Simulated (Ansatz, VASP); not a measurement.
Two plane-wave programs on Sn3Se2

```
Sn Se
1.0
     4.84690    0.00000    0.00000
    -2.42345    4.19754    0.00000
     0.00000    0.00000    8.33834
Sn Se
3 2
Direct
  0.33333 0.66667 0.31038
  0.66667 0.33333 0.68962
  0.00000 0.00000 0.50000
  0.00000 0.00000 0.84455
  0.00000 0.00000 0.15545
```

Alike in both runs: functional PBE; k mesh 4 × 4 × 2; occupations gaussian, width 0.2 eV; no spin polarisation.

Ansatz relaxed the structure, and its values are those at the end. VASP's run is a single point on that final structure, the one shown.

```csv
,VASP,Ansatz
version,VASP 6.6.1,Ansatz 0.2.0
potentials or method,"VASP PAW PBE potentials, release 64 (Sn_d, Se), cutoff 500 eV","scalar-relativistic, plane waves, PAW"
valence electrons in the cell,54,74
```

```tsv
	VASP	Ansatz	Ansatz less VASP
gap on the k mesh at the Fermi level (eV)	none	none	-
pressure (GPa)	-0.2	-0.2	+0.01
rms of the force components (eV/Å)	0.012	0.011	-0.0006
```

A gap of «none» marks a metal or a gap that the smearing closes. VASP's potentials hold 54 valence electrons a cell and Ansatz's 74, so a difference there can come from the potentials and not from the codes.

The k mesh is coarse, so the values compare programs but aren't converged.
